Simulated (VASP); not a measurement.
# SrB17N18 (a cell with a defect) in VASP: electric field gradients with PBE

Aim: the electric field gradients of SrB17N18 (a cell with a defect) with PBE.

Program: VASP 6.6.1. These are calculated values, not measurements. Logs are shortened: lines on timing, memory, paths and dates and some standing lists are left out, and cuts for length are marked.

## Step 1: The cell of the first run

The cell holds a defect, 36 atoms: a = 7.495 Å, b = 7.495 Å, c = 6.636 Å, α = 90.00°, β = 90.00°, γ = 120.00°.

## Step 2: Electric field gradients, PBE, collinear spin, ferromagnetic start

INCAR reads:

```
SYSTEM = SrB17N18
PREC = Accurate
ENCUT = 520
EDIFF = 1E-8
ISMEAR = -1
SIGMA = 0.01
LREAL = Auto
LASPH = .True.
NELM = 150
ALGO = Normal
ISIF = 2
LWAVE = .False.
LCHARG = .False.
ISPIN = 2
MAGMOM = 1 0 0 0 0 0 0 0 0 0 0 0 0 0 0 0 0 0 0 0 0 0 0 0 0 0 0 0 0 0 0 0 0 0 0 0
LORBIT = 11
GGA = PE
LEFG = .True.
NBANDS = 104
```

KPOINTS reads:

```
regular mesh
0
Gamma
  3 3 3
  0 0 0
```

POSCAR reads:

```
SrB17N18
1.0
    7.4947200000      0.0000000000      0.0000000000
   -3.7473600000      6.4906179144      0.0000000000
    0.0000000000      0.0000000000      6.6357000000
Sr B N
1 17 18
Direct
    0.1111111111      0.2222222222      0.2500000000
    0.1111111111      0.5555555556      0.2500000000
    0.1111111111      0.8888888889      0.2500000000
    0.4444444444      0.2222222222      0.2500000000
    0.4444444444      0.5555555556      0.2500000000
    0.4444444444      0.8888888889      0.2500000000
    0.7777777778      0.2222222222      0.2500000000
    0.7777777778      0.5555555556      0.2500000000
    0.7777777778      0.8888888889      0.2500000000
    0.2222222222      0.1111111111      0.7500000000
    0.2222222222      0.4444444444      0.7500000000
    0.2222222222      0.7777777778      0.7500000000
    0.5555555556      0.1111111111      0.7500000000
    0.5555555556      0.4444444444      0.7500000000
    0.5555555556      0.7777777778      0.7500000000
    0.8888888889      0.1111111111      0.7500000000
    0.8888888889      0.4444444444      0.7500000000
    0.8888888889      0.7777777778      0.7500000000
    0.1111111111      0.2222222222      0.7500000000
    0.1111111111      0.5555555556      0.7500000000
    0.1111111111      0.8888888889      0.7500000000
    0.4444444444      0.2222222222      0.7500000000
    0.4444444444      0.5555555556      0.7500000000
    0.4444444444      0.8888888889      0.7500000000
    0.7777777778      0.2222222222      0.7500000000
    0.7777777778      0.5555555556      0.7500000000
    0.7777777778      0.8888888889      0.7500000000
    0.2222222222      0.1111111111      0.2500000000
    0.2222222222      0.4444444444      0.2500000000
    0.2222222222      0.7777777778      0.2500000000
    0.5555555556      0.1111111111      0.2500000000
    0.5555555556      0.4444444444      0.2500000000
    0.5555555556      0.7777777778      0.2500000000
    0.8888888889      0.1111111111      0.2500000000
    0.8888888889      0.4444444444      0.2500000000
    0.8888888889      0.7777777778      0.2500000000
```

Potentials or basis: VASP PAW PBE potentials, release 64 (Sr_sv, B, N).

Started as:

```console
> cat potpaw_PBE.64/Sr_sv/POTCAR potpaw_PBE.64/B/POTCAR potpaw_PBE.64/N/POTCAR > POTCAR
> mpirun -np 1 vasp_std > vasp.out
```

OUTCAR:

```text
SYSTEM = SrB17N18
   PREC = Accurate
   ENCUT = 520
   EDIFF = 1E-8
   ISMEAR = -1
   LREAL = Auto
   LASPH = .True.
   NELM = 150
   ISIF = 2
   ISPIN = 2
   LORBIT = 11
   GGA = PE

 ion  position               nearest neighbor table
   1  0.111  0.222  0.250-  28 1.44  34 1.44  29 1.44   4 2.50   7 2.50   9 2.50   3 2.50   5 2.50
                             2 2.50  35 2.88  36 2.88  32 2.88  19 3.32  19 3.32  10 3.62  10 3.62
   2  0.111  0.556  0.250-  35 1.44  30 1.44  29 1.44   1 2.50
   3  0.111  0.889  0.250-  30 1.44  36 1.44  28 1.44   1 2.50
   4  0.444  0.222  0.250-  28 1.44  32 1.44  31 1.44   1 2.50
   5  0.444  0.556  0.250-  29 1.44  33 1.44  32 1.44   1 2.50
   6  0.444  0.889  0.250-  30 1.44  31 1.44  33 1.44
   7  0.778  0.222  0.250-  31 1.44  34 1.44  35 1.44   1 2.50
   8  0.778  0.556  0.250-  32 1.44  36 1.44  35 1.44
   9  0.778  0.889  0.250-  33 1.44  36 1.44  34 1.44   1 2.50
  10  0.222  0.111  0.750-  22 1.44  19 1.44  21 1.44   1 3.62   1 3.62
  11  0.222  0.444  0.750-  23 1.44  19 1.44  20 1.44   1 3.62   1 3.62
  12  0.222  0.778  0.750-  24 1.44  21 1.44  20 1.44
  13  0.556  0.111  0.750-  25 1.44  24 1.44  22 1.44
  14  0.556  0.444  0.750-  26 1.44  22 1.44  23 1.44
  15  0.556  0.778  0.750-  27 1.44  23 1.44  24 1.44
  16  0.889  0.111  0.750-  19 1.44  25 1.44  27 1.44   1 3.62   1 3.62
  17  0.889  0.444  0.750-  20 1.44  25 1.44  26 1.44
  18  0.889  0.778  0.750-  21 1.44  27 1.44  26 1.44
[... 6 lines left out ...]
  25  0.778  0.222  0.750-  13 1.44  16 1.44  17 1.44
  26  0.778  0.556  0.750-  14 1.44  18 1.44  17 1.44
  27  0.778  0.889  0.750-  15 1.44  18 1.44  16 1.44
  28  0.222  0.111  0.250-   4 1.44   1 1.44   3 1.44
  29  0.222  0.444  0.250-   5 1.44   1 1.44   2 1.44
  30  0.222  0.778  0.250-   6 1.44   3 1.44   2 1.44
  31  0.556  0.111  0.250-   7 1.44   6 1.44   4 1.44
  32  0.556  0.444  0.250-   8 1.44   4 1.44   5 1.44   1 2.88
  33  0.556  0.778  0.250-   9 1.44   5 1.44   6 1.44
  34  0.889  0.111  0.250-   1 1.44   7 1.44   9 1.44
  35  0.889  0.444  0.250-   2 1.44   7 1.44   8 1.44   1 2.88
  36  0.889  0.778  0.250-   3 1.44   9 1.44   8 1.44   1 2.88

 -----------------------------------------------------------------------------
|                                                                             |
|           W    W    AA    RRRRR   N    N  II  N    N   GGGG   !!!           |
|           W    W   A  A   R    R  NN   N  II  NN   N  G    G  !!!           |
|           W    W  A    A  R    R  N N  N  II  N N  N  G       !!!           |
|           W WW W  AAAAAA  RRRRR   N  N N  II  N  N N  G  GGG   !            |
|           WW  WW  A    A  R   R   N   NN  II  N   NN  G    G                |
|           W    W  A    A  R    R  N    N  II  N    N   GGGG   !!!           |
|                                                                             |
|     The distance between some ions is very small. Please check the          |
|     nearest-neighbor list in the OUTCAR file.                               |
|     I HOPE YOU KNOW WHAT YOU ARE DOING!                                     |
|                                                                             |
 -----------------------------------------------------------------------------

  LATTYP: Found a hexagonal cell.
 ALAT       =     7.4947200000
 C/A-ratio  =     0.8853833099

  Lattice vectors:

 A1 = (   7.4947200000,   0.0000000000,   0.0000000000)
 A2 = (  -3.7473600000,   6.4906179144,   0.0000000000)
 A3 = (   0.0000000000,   0.0000000000,   6.6357000000)

Analysis of symmetry for initial positions (statically):
=====================================================================
 Subroutine PRICEL returns:
 Original cell was already a primitive cell.

 Routine SETGRP: Setting up the symmetry group for a
 hexagonal supercell.

 Subroutine GETGRP returns: Found 12 space group operations
 (whereof  2 operations were pure point group operations)
 out of a pool of 24 trial point group operations.

The static configuration has the point symmetry C_1h.
 The point group associated with its full space group is D_3h.

Analysis of symmetry for dynamics (positions and initial velocities):
=====================================================================
 Subroutine PRICEL returns:
 Original cell was already a primitive cell.

 Routine SETGRP: Setting up the symmetry group for a
 hexagonal supercell.

 Subroutine GETGRP returns: Found 12 space group operations
 (whereof  2 operations were pure point group operations)
 out of a pool of 24 trial point group operations.

The dynamic configuration has the point symmetry C_1h.
 The point group associated with its full space group is D_3h.

Analysis of structural, dynamic, and magnetic symmetry:
=====================================================================
 Subroutine PRICEL returns:
[... 208 lines left out ...]

 val. band max:        6.7935049429   @ k =   0.3333   0.3333   0.0000
 cond. band min:       6.8650411637   @ k =   0.3333   0.3333   0.3333
 fundamental gap:      0.0715362208
 Fermi energy:         6.8479852386

 spin component 1

 k-point     1 :       0.0000    0.0000    0.0000
  band No.  band energies     occupation
      1     -32.7171      1.00000
      2     -20.7222      1.00000
      3     -20.7222      1.00000
      4     -15.1968      1.00000
      5     -14.7889      1.00000
      6     -13.3460      1.00000
[... 529 lines left out ...]
     86       8.9786      0.00000
     87       9.1271      0.00000
 Fermi energy:         6.8479852386

 spin component 2

 k-point     1 :       0.0000    0.0000    0.0000
  band No.  band energies     occupation
      1     -32.0439      1.00000
      2     -20.0845      1.00000
      3     -20.0845      1.00000
      4     -15.1911      1.00000
      5     -14.7477      1.00000
      6     -13.3232      1.00000
[... 529 lines left out ...]
     86       8.9877      0.00000
     87       9.1473      0.00000
 [bands above 87 left out]

------------------------ aborting loop because EDIFF is reached ----------------------------------------

  FORCE on cell =-STRESS in cart. coord.  units (eV):
  Direction    XX          YY          ZZ          XY          YZ          ZX
  --------------------------------------------------------------------------------------
  -------------------------------------------------------------------------------------
  Total      120.1535143    120.1535143      4.8702949      0.0000000      0.0000000      0.0000000
  in kB      596.3742184    596.3742184     24.1733944      0.0000000      0.0000000      0.0000000
  external PRESSURE =     405.6406104 kB  Pullay stress =       0.0000000 kB

 VOLUME and BASIS-vectors are now :
 -----------------------------------------------------------------------------
  energy-cutoff  :      520.00
  volume of cell :      322.80
      direct lattice vectors                 reciprocal lattice vectors
     7.494720000  0.000000000  0.000000000     0.133427266  0.077034268  0.000000000
    -3.747360000  6.490617914  0.000000000     0.000000000  0.154068536  0.000000000
     0.000000000  0.000000000  6.635700000     0.000000000  0.000000000  0.150700002

 POSITION                                       TOTAL-FORCE (eV/Angst)
 -----------------------------------------------------------------------------------
      0.00000      1.44236      1.65892         0.000000      0.000000     -0.000000
     -1.24912      3.60590      1.65892        -0.989381      1.768660      0.000000
     -2.49824      5.76944      1.65892         1.037014     -1.741159      0.000000
      2.49824      1.44236      1.65892         2.026395     -0.027501     -0.000000
      1.24912      3.60590      1.65892         0.989381      1.768660      0.000000
     -0.00000      5.76944      1.65892         0.000000      0.000000     -0.000000
[... 28 lines left out ...]
      4.99648      2.88472      1.65892         0.330686     -0.190922      0.000000
      3.74736      5.04826      1.65892        -0.000000      0.381844     -0.000000
 -----------------------------------------------------------------------------------
    total drift:                                0.000005      0.000013      0.000000

  FREE ENERGIE OF THE ION-ELECTRON SYSTEM (eV)
  ---------------------------------------------------
  free  energy   TOTEN  =      -268.1433889533 eV

  energy  without entropy=     -268.1420966171  energy(sigma->0) =     -268.14274279

 Electric field gradients (V/A^2)
---------------------------------------------------------------------
 ion       V_xx      V_yy      V_zz      V_xy      V_xz      V_yz
---------------------------------------------------------------------
   1     400.056   400.056  -800.112     0.000     0.000    -0.000
   2     -15.355   -15.102    30.457    -2.767     0.000    -0.000
   3     -17.561   -12.896    30.457    -1.493    -0.000     0.000
   4     -12.769   -17.688    30.457     1.274     0.000     0.000
   5     -15.355   -15.102    30.457     2.767     0.000     0.000
   6     -15.932   -15.932    31.864    -0.000     0.000     0.000
[... 28 lines left out ...]
  35       1.890     0.507    -2.397    -1.197     0.000    -0.000
  36      -0.182     2.579    -2.397    -0.000     0.000     0.000
---------------------------------------------------------------------

 Electric field gradients after diagonalization (V/A^2)
 (convention: |V_zz| > |V_xx| > |V_yy|)
----------------------------------------------------------------------
 ion       V_xx      V_yy      V_zz     asymmetry (V_yy - V_xx)/ V_zz
----------------------------------------------------------------------
   1     400.056   400.056  -800.112       0.000
   2     -17.998   -12.459    30.457       0.182
   3     -17.998   -12.459    30.457       0.182
   4     -17.998   -12.459    30.457       0.182
   5     -17.998   -12.459    30.457       0.182
   6     -15.932   -15.932    31.864       0.000
[... 28 lines left out ...]
  35      -2.397    -0.184     2.581       0.858
  36      -2.397    -0.182     2.579       0.859
----------------------------------------------------------------------

           NMR quadrupolar parameters

 Cq : quadrupolar parameter    Cq=e*Q*V_zz/h
 eta: asymmetry parameters     (V_yy - V_xx)/ V_zz
 Q  : nuclear electric quadrupole moment in mb (millibarn)
----------------------------------------------------------------------
 ion       Cq(MHz)       eta       Q (mb)
----------------------------------------------------------------------
   1      -1.935       0.000       1.000
   2       0.074       0.182       1.000
   3       0.074       0.182       1.000
   4       0.074       0.182       1.000
   5       0.074       0.182       1.000
   6       0.077       0.000       1.000
[... 28 lines left out ...]
  35       0.006       0.858       1.000
  36       0.006       0.859       1.000
----------------------------------------------------------------------

 total charge

# of ion       s       p       d       tot
------------------------------------------
    1        2.249   6.719   3.693  12.660
    2        0.752   1.449   0.000   2.201
    3        0.752   1.449   0.000   2.201
    4        0.752   1.449   0.000   2.201
    5        0.752   1.449   0.000   2.201
    6        0.745   1.445   0.000   2.191
[... 28 lines left out ...]
   35        1.225   2.801   0.000   4.026
   36        1.225   2.801   0.000   4.026
--------------------------------------------------
tot         37.362  82.051   3.693 123.106

 magnetization (x)

# of ion       s       p       d       tot
------------------------------------------
    1        0.012   0.367   0.674   1.054
    2        0.023   0.050   0.000   0.072
    3        0.023   0.050   0.000   0.072
    4        0.023   0.050   0.000   0.072
    5        0.023   0.050   0.000   0.072
    6        0.002   0.017   0.000   0.018
[... 28 lines left out ...]
   35       -0.000  -0.005   0.000  -0.005
   36       -0.000  -0.005   0.000  -0.005
--------------------------------------------------
tot          0.270   1.047   0.674   1.991
```

Wall time 20 min (1 thread of Intel Xeon Platinum 8259CL at 2.50GHz (Skylake/Cascade Lake), shared host); peak memory 0.67 GiB.

What came out:

| Item | Value |
| --- | --- |
| Free energy | -268.1434 eV |
| Pressure | 40.6 GPa |
| Largest force | 42.326 eV/Å |
| Net moment | 1.89 μB per cell |
| Site moments | Sr +1.05; B +0.07, +0.02, -0.00, +0.00; N -0.00, +0.00, +0.16, +0.01, -0.01 μB |
| Valence electrons inside the program's atomic spheres | Sr 12.66; B 2.20, 2.19, 2.18; N 4.03, 4.26, 4.02 |

Forces in eV/Å, atoms in the order of the input:
```
Sr    0.000   0.000   0.000
B    -0.989   1.769   0.000
B     1.037  -1.741   0.000
B     2.026  -0.028   0.000
B     0.989   1.769   0.000
B     0.000   0.000   0.000
B    -2.026  -0.028   0.000
B     0.000   0.000   0.000
B    -1.037  -1.741   0.000
B     0.273  -0.157   0.000
B     0.000   0.315   0.000
B     0.068   0.040   0.000
B     0.000  -0.079   0.000
B     0.077   0.044   0.000
B    -0.068   0.040   0.000
B    -0.273  -0.157   0.000
B    -0.077   0.044   0.000
B     0.000  -0.089   0.000
N     0.000   0.000   0.000
N     0.044  -0.101   0.000
N    -0.065   0.088   0.000
N    -0.109   0.012   0.000
N    -0.044  -0.101   0.000
N     0.000   0.000   0.000
N     0.109   0.012   0.000
N     0.000   0.000   0.000
N     0.065   0.088   0.000
N    36.655 -21.163   0.000
N     0.000  42.326   0.000
N    -0.142  -0.082   0.000
N     0.000   0.164   0.000
N    -0.331  -0.191   0.000
N     0.142  -0.082   0.000
N   -36.655 -21.163   0.000
N     0.331  -0.191   0.000
N     0.000   0.382   0.000
```

Levels at points of the mesh, in eV from the Fermi level:
Spin up:
| k point | band 74 | band 75 | band 76 | band 77 | band 78 | band 79 |
| --- | --- | --- | --- | --- | --- | --- |
| (0.00, 0.00, 0.00) | -3.79 | -1.01 | -1.01 | 0.29 | 0.38 | 0.51 |
Spin down:
```
           k point  band 73  band 74  band 75  band 76  band 77  band 78
(0.00, 0.00, 0.00)    -3.99    -3.30    -0.11    -0.11     0.45     0.47
```

Electric field gradients, principal values (V/Å²):
```csv
atom,least,middle,greatest (by size)
1 Sr,400.056,400.056,-800.112
2 B,-12.459,-17.998,30.457
3 B,-12.459,-17.998,30.457
4 B,-12.459,-17.998,30.457
5 B,-12.459,-17.998,30.457
6 B,-15.932,-15.932,31.864
7 B,-12.459,-17.998,30.457
8 B,-14.932,-14.932,29.864
9 B,-12.459,-17.998,30.457
10 B,-15.997,-17.061,33.058
11 B,-15.997,-17.061,33.058
12 B,-16.810,-17.167,33.977
13 B,-16.810,-17.167,33.977
14 B,-17.243,-17.489,34.732
15 B,-16.810,-17.167,33.977
16 B,-15.997,-17.061,33.058
17 B,-17.242,-17.489,34.732
18 B,-17.243,-17.489,34.732
19 N,-4.003,-4.005,8.008
20 N,-1.593,-2.559,4.152
21 N,-1.592,-2.559,4.151
22 N,-1.594,-2.560,4.153
23 N,-1.594,-2.559,4.153
24 N,-1.789,-1.791,3.580
25 N,-1.591,-2.563,4.154
26 N,-1.302,-1.306,2.607
27 N,-1.593,-2.559,4.152
28 N,15.693,16.058,-31.751
29 N,15.694,16.056,-31.750
30 N,0.342,4.415,-4.757
31 N,0.342,4.413,-4.755
32 N,-0.183,-2.396,2.579
33 N,0.339,4.414,-4.754
34 N,15.694,16.058,-31.752
35 N,-0.184,-2.397,2.581
36 N,-0.182,-2.397,2.579
```

Caveat: without QUAD_EFG the Cq values of the log hold for a quadrupole moment of 1 mb, not for the nuclei.
